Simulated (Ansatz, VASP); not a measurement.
# Tl in VASP and in Ansatz

INCAR

```
SYSTEM = Tl
PREC = Accurate
ENCUT = 520
EDIFF = 1E-6
ISMEAR = 0
SIGMA = 0.15
LREAL = .FALSE.
LASPH = .TRUE.
NELM = 100
ALGO = Fast
ISIF = 2
LWAVE = .FALSE.
LCHARG = .TRUE.
GGA = PS
LELF = .TRUE.
LVHAR = .TRUE.
NBANDS = 12
```

File KPOINTS:

```
regular mesh
0
G
  18 18 18
  0 0 0
```

The input POSCAR:

```
Tl
1.0
   -1.8439500000      1.8439500000      2.0380500000
    1.8439500000     -1.8439500000      2.0380500000
    1.8439500000      1.8439500000     -2.0380500000
Tl
1
Direct
    0.0000000000      0.0000000000      0.0000000000
```

Input for Ansatz:

```yaml
crystal:
  lattice:
    - [-1.84395, 1.84395, 2.03805]
    - [1.84395, -1.84395, 2.03805]
    - [1.84395, 1.84395, -2.03805]
  atoms:
    - { symbol: Tl, position: [0.0, 0.0, 0.0] }
basis:
  ecutwfc: 420
kpoints:
  mp_grid: { grid: [18, 18, 18] }
hamiltonian:
  xc: pbesol
scf:
  occupations: { method: gaussian, width: 0.15 }
output:
  forces: true
  stress: true
  eigenvalues: true
```

Change from the starting cell: strain -0.050 along x and y, +0.050 along z, atoms carried along.

Alike in both runs: task single point; functional PBEsol; k mesh 18 × 18 × 18; occupations gaussian, width 0.15 eV; no spin polarisation.

|  | VASP | Ansatz |
| --- | --- | --- |
| version | VASP 6.6.1 | Ansatz 0.2.0 |
| potentials or method | VASP PAW PBE potentials, release 64 (Tl_d), cutoff 520 eV | scalar-relativistic, plane waves, PAW |
| valence electrons in the cell | 13 | 13 |

|  | VASP | Ansatz | Ansatz less VASP |
| --- | --- | --- | --- |
| gap on the k mesh at the Fermi level (eV) | none | none | - |
| pressure (GPa) | 1.2 | 1.2 | +0.04 |
| traceless stress, the component that is largest in VASP (GPa) | -0.47 | -0.47 | +0.002 |

VASP's potentials were made for PBE, not for PBEsol. A gap of «none» marks a metal or a gap that the smearing closes.

Spin-orbit coupling is off throughout.
